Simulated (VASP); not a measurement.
Input of a VASP 6.6.1 run:

File INCAR:

```
PREC = Accurate
ENCUT = 520
EDIFF = 1E-8
ISMEAR = 0
SIGMA = 0.01
LREAL = F
LASPH = T
NELM = 80
ALGO = Normal
ISIF = 2
LWAVE = F
LCHARG = F
METAGGA = R2SCAN
LMIXTAU = T
NBANDS = 16
IBRION = 6
NFREE = 2
POTIM = 0.015
NSW = 1
```

Contents of KPOINTS:

```
regular mesh
0
Gamma
  8 8 8
```

The input POSCAR:

```
AgCl
1.0
    2.6766827448      2.6766827448      0.0000000000
   -2.6766827448      2.6766827448      0.0000000000
    0.0000000000      2.6766827448      2.6766827448
Ag Cl
1 1
Direct
    0.0000000000      0.0000000000      0.0000000000
    0.5000000000      0.5000000000      0.0000000000
```

Potentials or basis: VASP PAW PBE potentials, release 64 (Ag, Cl).

Run with:

```sh
$ cat potpaw_PBE.64/Ag/POTCAR potpaw_PBE.64/Cl/POTCAR > POTCAR
$ mpirun -np 1 vasp_std > vasp.out
```

Task: Estimate the highest phonon frequency at Γ, LO-TO splitting left out.

Result: 160 cm⁻¹.

Phonon frequencies in cm⁻¹ (negative: imaginary):
| q point | frequencies |
| --- | --- |
| (0.000, 0.000, 0.000) | 0 0 0 160 160 160 |

Caveat: the cell stands under pressure or tension, which shifts response properties.
